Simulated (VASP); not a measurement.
# GaN in VASP: further runs

GaN is run at these levels: r2SCAN; tasks: single point, relaxation of cell and atoms.

Program: VASP 6.6.1. These are calculated values, not measurements. Logs are shortened: lines on timing, memory, paths and dates and some standing lists are left out, and cuts for length are marked.

**1. The cell of the first run**

Symmetry: I-4m2, No. 119, tetragonal system. Conventional cell: a = 3.212 Å, b = 3.212 Å, c = 4.471 Å, α = 90.00°, β = 90.00°, γ = 90.00°. Within 2.6 Å of Ga (site symmetry -4m2) lie 4 N at 1.96 Å. N (site symmetry -4m2) has 4 Ga at 1.96 Å within 2.6 Å.

**2. Single point, r2SCAN (in-plane strain +0.01)**

POSCAR

```
GaN
1.0
    2.2714344857      2.2714344857      0.0000000000
   -2.2714344857      2.2714344857      0.0000000000
    0.0000000000      2.2714344857      2.2354513651
Ga N
1 1
Direct
    0.0000000000      0.0000000000      0.0000000000
    0.2500000000      0.7500000000      0.5000000000
```

INCAR.step1

```
SYSTEM = GaN
PREC     = Accurate       ! precision mode
ENCUT    = 520            ! plane-wave cutoff, eV
ISMEAR   = 0              ! smearing method
SIGMA    = 0.01           ! smearing width, eV
LREAL    = .FALSE.        ! projectors in reciprocal space
LASPH    = .TRUE.         ! aspherical terms in the spheres
NELM     = 60             ! most SCF steps
NBANDS   = 16             ! bands
GGA      = PE             ! functional
ALGO     = Normal         ! electronic algorithm
EDIFF    = 1E-4           ! SCF threshold, eV
LWAVE    = .TRUE.         ! write WAVECAR
LCHARG   = .FALSE.        ! write CHGCAR
```

INCAR.step2

```
SYSTEM = GaN
PREC     = Accurate       ! precision mode
ENCUT    = 520            ! plane-wave cutoff, eV
EDIFF    = 1E-7           ! SCF threshold, eV
ISMEAR   = 0              ! smearing method
SIGMA    = 0.01           ! smearing width, eV
LREAL    = .FALSE.        ! projectors in reciprocal space
LASPH    = .TRUE.         ! aspherical terms in the spheres
NELM     = 60             ! most SCF steps
ALGO     = Normal         ! electronic algorithm
ISIF     = 2              ! what is computed and relaxed
LWAVE    = .FALSE.        ! write WAVECAR
LCHARG   = .TRUE.         ! write CHGCAR
METAGGA  = R2SCAN         ! meta-GGA
LMIXTAU  = .TRUE.       
LELF     = .TRUE.         ! ELF
LVHAR    = .TRUE.       
NBANDS   = 16             ! bands
ISTART   = 1
```

KPOINTS

```
regular mesh
0
G
  10 10 10
  0 0 0
```

Potentials or basis: VASP PAW PBE potentials, release 64 (Ga_d, N).

Run with:

```sh
> cat potpaw_PBE.64/Ga_d/POTCAR potpaw_PBE.64/N/POTCAR > POTCAR
> cp INCAR.step1 INCAR
> mpirun -np 1 vasp_std > vasp.out
> cp INCAR.step2 INCAR
> mpirun -np 1 vasp_std > vasp.out
```

OUTCAR:

```text
SYSTEM = GaN
   PREC = Accurate
   ENCUT = 520
   EDIFF = 1E-7
   ISMEAR = 0
   LREAL = .FALSE.
   LASPH = .TRUE.
   NELM = 60
   ISIF = 2
   METAGGA = R2SCAN
   ISTART = 1

 ion  position               nearest neighbor table
   1  0.000  0.000  0.000-   2 1.96   2 1.96   2 1.96   2 1.96
   2  0.250  0.750  0.500-   1 1.96   1 1.96   1 1.96   1 1.96

  LATTYP: Found a body centered tetragonal cell.
 ALAT       =     3.2122934557
 C/A-ratio  =     1.3918101792

  Lattice vectors:

 A1 = (   2.2714344857,   0.0000000000,  -2.2354513651)
 A2 = (  -2.2714344857,   0.0000000000,  -2.2354513651)
 A3 = (   0.0000000000,   2.2714344857,   2.2354513651)

Analysis of symmetry for initial positions (statically):
=====================================================================
 Subroutine PRICEL returns:
 Original cell was already a primitive cell.

 Routine SETGRP: Setting up the symmetry group for a
 body centered tetragonal supercell.

 Subroutine GETGRP returns: Found  8 space group operations
 (whereof  8 operations were pure point group operations)
 out of a pool of 16 trial point group operations.

The static configuration has the point symmetry D_2d.

Analysis of symmetry for dynamics (positions and initial velocities):
=====================================================================
 Subroutine PRICEL returns:
 Original cell was already a primitive cell.

 Routine SETGRP: Setting up the symmetry group for a
 body centered tetragonal supercell.

 Subroutine GETGRP returns: Found  8 space group operations
 (whereof  8 operations were pure point group operations)
 out of a pool of 16 trial point group operations.

The dynamic configuration has the point symmetry D_2d.

 Subroutine INISYM returns: Found  8 space group operations
 (whereof  8 operations are pure point group operations),
 and found     1 'primitive' translations

----------------------------------------------------------------------------------------

                                     Primitive cell

  volume of cell :      23.0672

  direct lattice vectors                    reciprocal lattice vectors
     2.271434486  2.271434486  0.000000000     0.220125213  0.220125213 -0.223668476
    -2.271434486  2.271434486  0.000000000    -0.220125213  0.220125213 -0.223668476
     0.000000000  2.271434486  2.235451365     0.000000000  0.000000000  0.447336952

  length of vectors
     3.212293456  3.212293456  3.186951118     0.383324674  0.383324674  0.447336952
[... 80 lines left out ...]
   NELM   =     60;   NELMIN=  2; NELMDL=  0     # of ELM steps
   EDIFF  = 0.1E-06   stopping-criterion for ELM
   LREAL  =      F    real-space projection
   EDIFFG = 0.1E-05   stopping-criterion for IOM
   NSW    =      0    number of steps for IOM
   IBRION =     -1    ionic relax: 0-MD 1-quasi-New 2-CG
   NFREE  =      0    steps in history (QN), initial steepest desc. (CG)
   ISIF   =      2    stress and relaxation
   ISYM   =      2    0-nonsym 1-usesym 2-fastsym
   POTIM  = 0.5000    time-step for ionic-motion
   TEBEG  =    0.0;   TEEND  =   0.0 temperature during run
   PSTRESS=    0.0 pullay stress
   NELECT =      18.0000    total number of electrons
   NUPDOWN=      -1.0000    fix difference up-down
   EMIN   =  10.00;   EMAX   =-10.00  energy-range for DOS
   EFERMI =   0.00;   METHOD = LEGACY
   ISMEAR =     0;   SIGMA  =   0.01  broadening in eV -4-tet -1-fermi 0-gaus
   EFERMI_NEDOS =   21; number of points for ismear=-14 and -15
   IALGO  =     38    algorithm
   IMIX   =      4    mixing-type and parameters
     AMIX     =   0.40;   BMIX     =  1.00
     AMIX_MAG =   1.60;   BMIX_MAG =  1.00
  volume/ion in A,a.u.               =      11.53        77.83
  Fermi-wavevector in a.u.,A,eV,Ry     =   1.507187  2.848170 30.907163  2.271612
  Thomas-Fermi vector in A             =   2.617806
   LORBIT       =      0    0 simple, 1 ext, 2 COOP (PROOUT), +10 PAW based schemes
   METAGGA = R2SCAN    functional components
   LHFCALC =     F    Hartree Fock is set to
   AEXX    =    0.0000 exact exchange contribution
   IVDW    =     0    specifies the selected vdW correction
   LEPSILON=     F    determine dielectric tensor
   LRPA    =     F    only Hartree local field effects (RPA)
 non-spin polarized calculation
 Gauss-broadening in eV      SIGMA  =   0.01
  energy-cutoff  :      520.00
  volume of cell :       23.07
 maximum number of plane-waves:       636
   NGX = 11   NGY = 11   NGZ = 11

 number of electron      17.9999998 magnetization

 Free energy of the ion-electron system (eV)
  ---------------------------------------------------
  ext. energy  EPLUGINS =         0.00000000
  ---------------------------------------------------
  free energy    TOTEN  =       -21.89454208 eV

  energy without entropy =      -21.89454208  energy(sigma->0) =      -21.89454208

 E-fermi :   5.0385     XC(G=0): -12.5891

 val. band max:        4.9797886397   @ k =   0.0000   0.0000   0.0000
 cond. band min:       6.9985039272   @ k =   0.0000   0.0000   0.0000
 fundamental gap:      2.0187152875
 Fermi energy:         5.0385325793

 k-point     1 :       0.0000    0.0000    0.0000
  band No.  band energies     occupation
      1     -11.7310      2.00000
      2      -8.8990      2.00000
      3      -8.8990      2.00000
      4      -8.8826      2.00000
      5      -8.5517      2.00000
      6      -8.5514      2.00000
[... 433 lines left out ...]
      3      -8.6609      2.00000
      4      -8.6049      2.00000
      5      -8.5216      2.00000
      6      -6.9704      2.00000
[... 8 lines left out ...]
     15      25.5533      0.00000
     16      28.5584      0.00000

 [... further k-points ...]

------------------------ aborting loop because EDIFF is reached ----------------------------------------

  FORCE on cell =-STRESS in cart. coord.  units (eV):
  Direction    XX          YY          ZZ          XY          YZ          ZX
  --------------------------------------------------------------------------------------
  -------------------------------------------------------------------------------------
  Total       -0.3271126     -0.3271126     -0.0356605      0.0000000      0.0000000      0.0000000
  in kB      -22.7202013    -22.7202013     -2.4768646      0.0000000      0.0000000      0.0000000
  external PRESSURE =     -15.9724224 kB  Pullay stress =       0.0000000 kB

 VOLUME and BASIS-vectors are now :
 -----------------------------------------------------------------------------
  energy-cutoff  :      520.00
  volume of cell :       23.07
      direct lattice vectors                 reciprocal lattice vectors
     2.271434486  2.271434486  0.000000000     0.220125213  0.220125213 -0.223668476
    -2.271434486  2.271434486  0.000000000    -0.220125213  0.220125213 -0.223668476
     0.000000000  2.271434486  2.235451365     0.000000000  0.000000000  0.447336952

 POSITION                                       TOTAL-FORCE (eV/Angst)
 -----------------------------------------------------------------------------------
      0.00000      0.00000      0.00000        -0.000000     -0.000000      0.000000
     -1.13572      3.40715      1.11773         0.000000      0.000000      0.000000
 -----------------------------------------------------------------------------------
    total drift:                                0.000034     -0.000000      0.000000

  FREE ENERGIE OF THE ION-ELECTRON SYSTEM (eV)
  ---------------------------------------------------
  free  energy   TOTEN  =       -21.8945420755 eV

  energy  without entropy=      -21.8945420755  energy(sigma->0) =      -21.89454208
```

OUTCAR.step1:

```text
SYSTEM = GaN
   PREC = Accurate
   ENCUT = 520
   ISMEAR = 0
   LREAL = .FALSE.
   LASPH = .TRUE.
[... 678 lines left out ...]
      0.00000      0.00000      0.00000         0.000000     -0.000000      0.000000
     -1.13572      3.40715      1.11773        -0.000000      0.000000      0.000000
 -----------------------------------------------------------------------------------
    total drift:                                0.000003     -0.000000      0.000000

  FREE ENERGIE OF THE ION-ELECTRON SYSTEM (eV)
  ---------------------------------------------------
  free  energy   TOTEN  =       -12.1467092908 eV

  energy  without entropy=      -12.1467092908  energy(sigma->0) =      -12.14670929
```

OSZICAR.step1:

```text
N       E                     dE             d eps       ncg     rms          rms(c)
DAV:   1     0.783717509236E+02    0.78372E+02   -0.93790E+03  3744   0.202E+03
DAV:   2    -0.865640529134E+01   -0.87028E+02   -0.81094E+02  3768   0.318E+02
DAV:   3    -0.140735085663E+02   -0.54171E+01   -0.53942E+01  3760   0.686E+01
DAV:   4    -0.141340273751E+02   -0.60519E-01   -0.60511E-01  4256   0.775E+00
DAV:   5    -0.141348066842E+02   -0.77931E-03   -0.77930E-03  3864   0.790E-01    0.769E+00
DAV:   6    -0.121466437378E+02    0.19882E+01   -0.49179E+00  4920   0.395E+01    0.268E+00
DAV:   7    -0.121543981740E+02   -0.77544E-02   -0.31613E-01  3552   0.661E+00    0.177E+00
DAV:   8    -0.121507479417E+02    0.36502E-02   -0.59535E-02  3768   0.324E+00    0.807E-01
DAV:   9    -0.121464261929E+02    0.43217E-02   -0.14278E-02  4912   0.268E+00    0.207E-01
DAV:  10    -0.121468034044E+02   -0.37721E-03   -0.14876E-03  3680   0.520E-01    0.104E-01
DAV:  11    -0.121467028431E+02    0.10056E-03   -0.25427E-04  3256   0.256E-01    0.809E-03
DAV:  12    -0.121467092908E+02   -0.64477E-05   -0.47103E-05  1744   0.813E-02
   1 F= -.12146709E+02 E0= -.12146709E+02  d E =-.560894E-21
```

It took 5.9 min on 1 thread of AMD EPYC 7R13, shared host; peak memory 0.14 GiB.

Results:

```
Free energy            : -21.8945 eV
Pressure               : -1.6 GPa
Band gap on the k mesh : 2.02 eV
```

Caveat: the cell differs from its parent crystal (in-plane strain +0.01); the PAW data sets were made with another functional, which shifts forces and pressure a little.

**3. Single point, r2SCAN**

This run uses another cell than the first one, of 11.37 Å³/atom.

POSCAR

```
GaN
1.0
    2.2489450353      2.2489450353      0.0000000000
   -2.2489450353      2.2489450353      0.0000000000
    0.0000000000      2.2489450353      2.2489450353
Ga N
1 1
Direct
    0.0000000000      0.0000000000      0.0000000000
    0.2500000000      0.7500000000      0.5000000000
```

INCAR.step1

```
SYSTEM = GaN
PREC = Accurate
ENCUT = 520
ISMEAR = -1
SIGMA = 0.05
LREAL = .False.
LASPH = .True.
NELM = 80
NBANDS = 16
GGA = PE
ALGO = Normal
EDIFF = 1E-4
LWAVE = .True.
LCHARG = .False.
```

INCAR.step2

```
SYSTEM = GaN
PREC = Accurate
ENCUT = 520
EDIFF = 1E-6
ISMEAR = -1
SIGMA = 0.05
LREAL = .False.
LASPH = .True.
NELM = 80
ALGO = Normal
ISIF = 2
LWAVE = .False.
LCHARG = .True.
METAGGA = R2SCAN
LMIXTAU = .True.
LELF = .True.
LVHAR = .True.
NBANDS = 16
ISTART = 1
```

KPOINTS

```
regular mesh
0
Gamma
  14 14 14
  0 0 0
```

Potentials or basis: VASP PAW PBE potentials, release 64 (Ga_d, N).

Run with:

```sh
> cat potpaw_PBE.64/Ga_d/POTCAR potpaw_PBE.64/N/POTCAR > POTCAR
> cp INCAR.step1 INCAR
> mpirun -np 1 vasp_std > vasp.out
> cp INCAR.step2 INCAR
> mpirun -np 1 vasp_std > vasp.out
```

OUTCAR:

```text
SYSTEM = GaN
   PREC = Accurate
   ENCUT = 520
   EDIFF = 1E-6
   ISMEAR = -1
   LREAL = .False.
   LASPH = .True.
   NELM = 80
   ISIF = 2
   METAGGA = R2SCAN
   ISTART = 1

 ion  position               nearest neighbor table
   1  0.000  0.000  0.000-   2 1.95   2 1.95   2 1.95   2 1.95
   2  0.250  0.750  0.500-   1 1.95   1 1.95   1 1.95   1 1.95

  LATTYP: Found a face centered cubic cell.
 ALAT       =     4.4978900706

  Lattice vectors:

[... 641 lines left out ...]

------------------------ aborting loop because EDIFF is reached ----------------------------------------

  FORCE on cell =-STRESS in cart. coord.  units (eV):
  Direction    XX          YY          ZZ          XY          YZ          ZX
  --------------------------------------------------------------------------------------
  -------------------------------------------------------------------------------------
  Total        0.1519197      0.1519197      0.1519197     -0.0000000      0.0000000     -0.0000000
  in kB       10.6993701     10.6993701     10.6993701     -0.0000000      0.0000000     -0.0000000
  external PRESSURE =      10.6993701 kB  Pullay stress =       0.0000000 kB

 VOLUME and BASIS-vectors are now :
 -----------------------------------------------------------------------------
  energy-cutoff  :      520.00
  volume of cell :       22.75
      direct lattice vectors                 reciprocal lattice vectors
     2.248945035  2.248945035  0.000000000     0.222326465  0.222326465 -0.222326465
    -2.248945035  2.248945035  0.000000000    -0.222326465  0.222326465 -0.222326465
     0.000000000  2.248945035  2.248945035     0.000000000  0.000000000  0.444652930

 POSITION                                       TOTAL-FORCE (eV/Angst)
 -----------------------------------------------------------------------------------
      0.00000      0.00000      0.00000        -0.000000      0.000000     -0.000000
     -1.12447      3.37342      1.12447         0.000000     -0.000000      0.000000
 -----------------------------------------------------------------------------------
    total drift:                                0.000036     -0.000000      0.000000

  FREE ENERGIE OF THE ION-ELECTRON SYSTEM (eV)
  ---------------------------------------------------
  free  energy   TOTEN  =       -21.8964203470 eV

  energy  without entropy=      -21.8964203469  energy(sigma->0) =      -21.89642035
```

Run time: 4.2 min. Hardware: 1 thread of AMD EPYC 7R13, shared host; peak memory 0.14 GiB.

Results:

* Free energy: -21.8964 eV
* Pressure: 1.1 GPa
* Band gap on the k mesh: 2.16 eV

Caveat: the PAW data sets were made with another functional, which shifts forces and pressure a little.

**4. Single point, r2SCAN (in-plane strain +0.02)**

POSCAR

```
GaN
1.0
    2.2939239360      2.2939239360      0.0000000000
   -2.2939239360      2.2939239360      0.0000000000
    0.0000000000      2.2939239360      2.2219576949
Ga N
1 1
Direct
    0.0000000000      0.0000000000      0.0000000000
    0.2500000000      0.7500000000      0.5000000000
```

INCAR.step1

```
SYSTEM = GaN
  PREC = Accurate
  ENCUT = 520
  ISMEAR = 0
  SIGMA = 0.01
  LREAL = .FALSE.
  LASPH = .TRUE.
  NELM = 100
  NBANDS = 16
  GGA = PE
  ALGO = Normal
  EDIFF = 1E-4
  LWAVE = .TRUE.
  LCHARG = .FALSE.
```

INCAR.step2

```
SYSTEM = GaN
  PREC = Accurate
  ENCUT = 520
  EDIFF = 1E-6
  ISMEAR = 0
  SIGMA = 0.01
  LREAL = .FALSE.
  LASPH = .TRUE.
  NELM = 100
  ALGO = Normal
  ISIF = 2
  LWAVE = .FALSE.
  LCHARG = .TRUE.
  METAGGA = R2SCAN
  LMIXTAU = .TRUE.
  LELF = .TRUE.
  LVHAR = .TRUE.
  NBANDS = 16
  ISTART = 1
```

KPOINTS

```
regular mesh
0
G
  10 10 10
  0 0 0
```

Run with:

```sh
> cat potpaw_PBE.64/Ga_d/POTCAR potpaw_PBE.64/N/POTCAR > POTCAR
> cp INCAR.step1 INCAR
> mpirun -np 1 vasp_std > vasp.out
> cp INCAR.step2 INCAR
> mpirun -np 1 vasp_std > vasp.out
```

It took 3.3 min on 1 thread of AMD EPYC 7R13, shared host; peak memory 0.14 GiB.

The run converged. Its results:

- Free energy: -21.8845 eV
- Pressure: -4.2 GPa
- Band gap on the k mesh: 1.88 eV

Stress tensor (GPa, compression positive):
```
-5.45  0.00  0.00
 0.00 -5.45  0.00
 0.00  0.00 -1.56
```

Levels at points of the mesh, in eV from the valence-band top:
```
           k point  band 6  band 7  band 8  band 9  band 10  band 11  band 12  band 13
(0.00, 0.00, 0.00)  -13.58   -0.14   -0.14    0.00     1.88    10.71    10.81    10.81
(0.50, 0.00, 0.00)  -12.46   -7.10   -1.18   -0.95     4.89     9.24    10.56    11.06
(0.50, 0.50, 0.00)  -12.13   -6.33   -2.72   -2.70     3.74     7.19    12.17    14.29
(0.00, 0.00, 0.50)  -11.97   -5.99   -2.96   -2.96     3.54     6.66    12.63    14.50
```

Caveat: the cell differs from its parent crystal (in-plane strain +0.02); the cell stands under tension; the PAW data sets were made with another functional, which shifts forces and pressure a little.

**5. Relaxation of cell and atoms, r2SCAN**

This run uses another cell than the first one, of 11.44 Å³/atom.

POSCAR

```
GaN
1.0
    2.2535006075      2.2535006075      0.0000000000
   -2.2535006075      2.2535006075      0.0000000000
    0.0000000000      2.2535006075      2.2535006075
Ga N
1 1
Direct
    0.0000000000      0.0000000000      0.0000000000
    0.2500000000      0.7500000000      0.5000000000
```

INCAR.step1

```
ALGO = Normal
EDIFF = 1E-4
ENCUT = 600
GGA = PE
ISMEAR = -1
LASPH = True
LCHARG = False
LREAL = False
LWAVE = True
NELM = 100
PREC = Accurate
SIGMA = 0.05
```

INCAR.step2

```
ALGO = Normal
EDIFF = 1E-6
EDIFFG = -0.002
ENCUT = 600
IBRION = 2
ISIF = 3
ISMEAR = -1
ISTART = 1
LASPH = True
LCHARG = False
LMIXTAU = True
LREAL = False
LWAVE = False
METAGGA = R2SCAN
NELM = 100
NSW = 100
PREC = Accurate
SIGMA = 0.05
```

KPOINTS

```
k-points
0
Gamma
  14 14 14
```

Run with:

```sh
> cat potpaw_PBE.64/Ga_d/POTCAR potpaw_PBE.64/N/POTCAR > POTCAR
> cp INCAR.step1 INCAR
> mpirun -np 1 vasp_std > vasp.out
> cp INCAR.step2 INCAR
> mpirun -np 1 vasp_std > vasp.out
```

Run time: 4.6 min. Hardware: 1 thread of AMD EPYC 7R13, shared host; peak memory 0.16 GiB.

It converged, with:

```yaml
Free_energy: -21.8982 eV
Pressure_after_relaxing: 0.0 GPa
Band_gap_on_the_k_mesh: 2.12 eV
```

Final structure:
```yaml
crystal:
  lattice:
    - [2.25350, 2.25350, 0.00000]
    - [-2.25350, 2.25350, 0.00000]
    - [0.00000, 2.25350, 2.25350]
  atoms:
    - { symbol: Ga, position: [0.00000, 0.00000, 0.00000] }
    - { symbol: N, position: [0.25000, 0.75000, 0.50000] }
```

Levels at points of the mesh, in eV from the valence-band top:
```
           k point  band 6  band 7  band 8  band 9  band 10  band 11  band 12  band 13
(0.00, 0.00, 0.00)  -13.48    0.00    0.00    0.00     2.12    11.00    11.00    11.00
(0.50, 0.00, 0.00)  -12.35   -7.15   -1.00   -1.00     5.16     9.44    11.00    11.00
(0.50, 0.50, 0.00)  -11.97   -6.22   -2.78   -2.78     3.77     7.24    12.58    14.94
```

Caveat: the relaxation stopped at its first step, so nothing moved; the PAW data sets were made with another functional, which shifts forces and pressure a little.

**6. Overview**

```tsv
task	cell	k mesh	cutoff (eV)	smearing	gap on the mesh (eV)	pressure (GPa)
single point	a = 3.212, b = 3.212, c = 3.187 Å, angles 59.7, 59.7, 90.0°, 2 atoms	10 × 10 × 10	520	gaussian 0.01 eV	2.02	-1.6
single point	a = 3.180 Å, angles 60.0, 60.0, 90.0°, 2 atoms	14 × 14 × 14	520	fermi-dirac 0.05 eV	2.16	1.1
single point	a = 3.244, b = 3.244, c = 3.194 Å, angles 59.5, 59.5, 90.0°, 2 atoms	10 × 10 × 10	520	gaussian 0.01 eV	1.88	-4.2
relaxation of cell and atoms	relaxed from a = 3.187 Å, angles 60.0, 60.0, 90.0°, 2 atoms	14 × 14 × 14	600	fermi-dirac 0.05 eV	2.12	0.0
```

Alike in all rows: level r2SCAN; potentials or basis VASP PAW PBE potentials, release 64 (Ga_d, N); no spin polarisation.

Caveats: the PAW data sets were made with another functional, which shifts forces and pressure a little; the cell stands under tension (at least some runs); the relaxation stopped at its first step, so nothing moved (at least some runs).

Total energies depend on the potentials used, so only differences within one code and one set of settings carry meaning.
